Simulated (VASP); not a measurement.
Write the native input for VASP 6.6.1 that does the following.

```yaml
Task: single point
Functional: PBEsol
Potentials_or_basis: VASP PAW PBE potentials, release 64 (W_sv, Se)
Cutoff: 520 eV
k_mesh: 12 × 12 × 2
Occupations: gaussian, width 0.02 eV
Spin: no spin polarisation
Dipole_correction: no
Further_INCAR_settings: ALGO = Normal; EDIFF = 1e-06; NBANDS = 35
```

The structure of WSe2 lies in POSCAR:

```
WSe2
1.0
    3.2705886974      0.0000000000      0.0000000000
   -1.6352943487      2.8324128973      0.0000000000
    0.0000000000      0.0000000000     24.7033740269
W Se
2 4
Direct
    0.6666666667      0.3333333333      0.1338098933
    0.3333333333      0.6666666667      0.8661901067
    0.3333333333      0.6666666667      0.2015082915
    0.6666666667      0.3333333333      0.9339826033
    0.3333333333      0.6666666667      0.0660173967
    0.6666666667      0.3333333333      0.7984917085
```

One way to write it, as run:

INCAR

```
SYSTEM = WSe2
PREC = Accurate
ENCUT = 520
EDIFF = 1E-6
ISMEAR = 0
SIGMA = 0.02
LREAL = .False.
LASPH = .True.
NELM = 80
ALGO = Normal
ISIF = 2
LWAVE = .False.
LCHARG = .True.
GGA = PS
LELF = .True.
LVHAR = .True.
NBANDS = 35
```

KPOINTS

```
regular mesh
0
Gamma
  12 12 2
  0 0 0
```

Potentials or basis: VASP PAW PBE potentials, release 64 (W_sv, Se).

Run with:

```bash
$ cat potpaw_PBE.64/W_sv/POTCAR potpaw_PBE.64/Se/POTCAR > POTCAR
$ mpirun -np 1 vasp_std > vasp.out
```

Results of the run:

```json
{
 "Largest force": "0.061 eV/Å",
 "Band gap on the k mesh": "1.42 eV (least direct gap 1.64 eV)"
}
```

Caveat: the PAW data sets were made with another functional, which shifts forces and pressure a little; spin-orbit coupling is left out, which moves the levels of the heavy elements.

It took 3.9 min on 1 thread of Intel(R) Xeon(R) 6975P-C (Granite Rapids) (shared host), peak memory 0.46 GiB.
